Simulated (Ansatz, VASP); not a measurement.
## Two plane-wave programs on Ti3Al5

```
Ti Al
1.0
     3.90101    0.00000    0.00000
     0.00000    4.01394    0.00000
     0.00000    0.00000    8.08329
Ti Al
3 5
Direct
  0.00000 0.50000 0.26507
  0.00000 0.50000 0.73493
  0.50000 0.50000 0.00000
  0.00000 0.00000 0.00000
  0.00000 0.00000 0.50000
  0.50000 0.50000 0.50000
  0.50000 0.00000 0.24223
  0.50000 0.00000 0.75777
```

Alike in both runs: task single point; functional r2SCAN; k mesh 6 × 4 × 2; occupations gaussian, width 0.1 eV; no spin polarisation.

|  | VASP | Ansatz |
| --- | --- | --- |
| version | VASP 6.6.1 | Ansatz 0.2.0 |
| potentials or method | VASP PAW PBE potentials, release 64 (Ti_sv, Al), cutoff 520 eV | scalar-relativistic, plane waves, PAW |
| valence electrons in the cell | 51 | 51 |

VASP gave:

| Property | Result |
| --- | --- |
| gap on the k mesh at the Fermi level (eV) | none |
| pressure (GPa) | 0.2 |
| traceless stress, the component that is largest in VASP (GPa) | -0.31 |
| rms of the force components (eV/Å) | 0.007 |

Problem. What did Ansatz give for the same quantities?

Solution. gap on the k mesh at the Fermi level (eV): none; pressure (GPa): 0.2; traceless stress, the component that is largest in VASP (GPa): -0.30; rms of the force components (eV/Å): 0.005.

VASP's potentials were made for PBE, not for r2SCAN. Atom by atom the forces differ by 0.003 eV/Å (rms over components). A gap of «none» marks a metal or a gap that the smearing closes. With one functional, cell and mesh, what is left measures potentials, basis and numerics.

The k mesh is coarse, so the values compare programs but aren't converged.
